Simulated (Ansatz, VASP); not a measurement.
# W in VASP and in Ansatz

```
CELL_PARAMETERS angstrom
2.73581 0.00000 0.00000
-1.36790 2.36928 0.00000
0.00000 0.00000 4.85339
ATOMIC_POSITIONS crystal
W 0.33333 0.66667 0.25000
W 0.66667 0.33333 0.75000
```

Alike in both runs: functional LDA; k mesh 17 × 17 × 9; occupations fermi-dirac, width 0.05 eV; no spin polarisation.

Ansatz relaxed the structure, and its values are those at the end. VASP's run is a single point on that final structure, the one shown.

|  | VASP | Ansatz |
| --- | --- | --- |
| version | VASP 6.6.1 | Ansatz 0.2.0 |
| potentials or method | VASP PAW LDA potentials, release 64 (W_sv) | PAW with Ansatz's default frozen-core files, scalar-relativistic |
| plane-wave cutoff (eV) | 520 | 420 |
| valence electrons in the cell | 28 | 28 |

|  | VASP | Ansatz | Ansatz less VASP |
| --- | --- | --- | --- |
| pressure (GPa) | 1.8 | 0.0 | -1.77 |

LDA's correlation is that of Perdew and Zunger in VASP and of Perdew and Wang (1992) in Ansatz.

Neither program's run includes spin-orbit coupling.
